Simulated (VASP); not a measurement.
Set up this calculation in VASP 6.6.1, as the native input.

| Property | Result |
| --- | --- |
| Task | relaxation of cell and atoms |
| Functional | r2SCAN |
| Potentials or basis | VASP PAW PBE potentials, release 64 (In_d, P) |
| Cutoff | 600 eV |
| k mesh | 12 × 12 × 12 |
| Occupations | fermi-dirac, width 0.08 eV |
| Spin | no spin polarisation |
| Dipole correction | no |
| Further INCAR settings | ALGO = Normal; EDIFF = 1e-06; IBRION = 2; EDIFFG = -0.002; NSW = 100; ISIF = 3 |

InP:

```
CELL_PARAMETERS angstrom
2.93050 2.93050 0.00000
-2.93050 2.93050 0.00000
0.00000 2.93050 2.93050
ATOMIC_POSITIONS crystal
In 0.00000 0.00000 0.00000
P 0.75000 0.25000 0.50000
```

These files were run (other wordings do the same):

POSCAR

```
InP
1.0
    2.9305000000      2.9305000000      0.0000000000
   -2.9305000000      2.9305000000      0.0000000000
    0.0000000000      2.9305000000      2.9305000000
In P
1 1
Direct
    0.0000000000      0.0000000000      0.0000000000
    0.7500000000      0.2500000000      0.5000000000
```

INCAR.step1

```
  ALGO = Normal
  EDIFF = 1E-4
  ENCUT = 600
  GGA = PE
  ISMEAR = -1
  LASPH = True
  LCHARG = False
  LREAL = False
  LWAVE = True
  NELM = 80
  PREC = Accurate
  SIGMA = 0.08
```

INCAR.step2

```
  ALGO = Normal
  EDIFF = 1E-6
  EDIFFG = -0.002
  ENCUT = 600
  IBRION = 2
  ISIF = 3
  ISMEAR = -1
  ISTART = 1
  LASPH = True
  LCHARG = False
  LMIXTAU = True
  LREAL = False
  LWAVE = False
  METAGGA = R2SCAN
  NELM = 80
  NSW = 100
  PREC = Accurate
  SIGMA = 0.08
```

KPOINTS

```
k-points
0
Gamma
  12 12 12
```

Potentials or basis: VASP PAW PBE potentials, release 64 (In_d, P).

Command:

```sh
$ cat potpaw_PBE.64/In_d/POTCAR potpaw_PBE.64/P/POTCAR > POTCAR
$ cp INCAR.step1 INCAR
$ mpirun -np 1 vasp_std > vasp.out
$ cp INCAR.step2 INCAR
$ mpirun -np 1 vasp_std > vasp.out
```

Results of the run:

| Quantity | Value |
| --- | --- |
| Relaxed volume | 25.73 Å³/atom |
| Relaxed cell | a = 4.175 Å, b = 4.175 Å, c = 4.175 Å, α = 60.00°, β = 60.00°, γ = 90.00° |
| Space group after relaxing (to 0.05 Å) | F-43m (No. 216) |
| Energy gained by relaxing | 2.8 meV/atom |
| Ionic steps | 3 |
| Pressure after relaxing | 0.0 GPa |
| Band gap on the k mesh | 1.04 eV, direct |

Caveat: the PAW data sets were made with another functional, which shifts forces and pressure a little; spin-orbit coupling is left out, which moves the levels of the heavy elements.

Wall time 14 min on 1 thread of Intel(R) Xeon(R) Platinum 8259CL CPU @ 2.50GHz (Skylake/Cascade Lake) (shared host), peak memory 0.26 GiB.
